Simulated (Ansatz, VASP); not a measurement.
## Two plane-wave programs on SrVO3

```
Sr V O
1.0
     0.00000    3.85798    3.85798
     3.85798    0.00000    3.85798
     3.85798    3.85798    0.00000
Sr V O
2 2 6
Direct
  0.25000 0.25000 0.25000
  0.75000 0.75000 0.75000
  0.00000 0.00000 0.00000
  0.50000 0.50000 0.50000
  0.75000 0.25000 0.25000
  0.25000 0.75000 0.25000
  0.25000 0.25000 0.75000
  0.25000 0.75000 0.75000
  0.75000 0.25000 0.75000
  0.75000 0.75000 0.25000
```

Alike in both runs: task single point; functional PBE; k mesh 6 × 6 × 6; occupations gaussian, width 0.05 eV; collinear spin.

|  | VASP | Ansatz |
| --- | --- | --- |
| version | VASP 6.6.1 | Ansatz 0.2.0 |
| potentials or method | VASP PAW PBE potentials, release 64 (Sr_sv, V_sv, O), cutoff 520 eV | scalar-relativistic, plane waves, PAW |
| valence electrons in the cell | 82 | 82 |

|  | VASP | Ansatz | Ansatz less VASP |
| --- | --- | --- | --- |
| gap on the k mesh at the Fermi level (eV) | none | none | - |
| pressure (GPa) | 0.9 | 0.0 | -0.90 |
| net moment per atom (μB) | 0.02 | 0.02 | -0.001 |
| size of the moment on the site where the two differ most (μB) | 0.10 | 0.08 | -0.021 |

Site moments also hang on the region over which each program counts them. A gap of «none» marks a metal or a gap that the smearing closes.
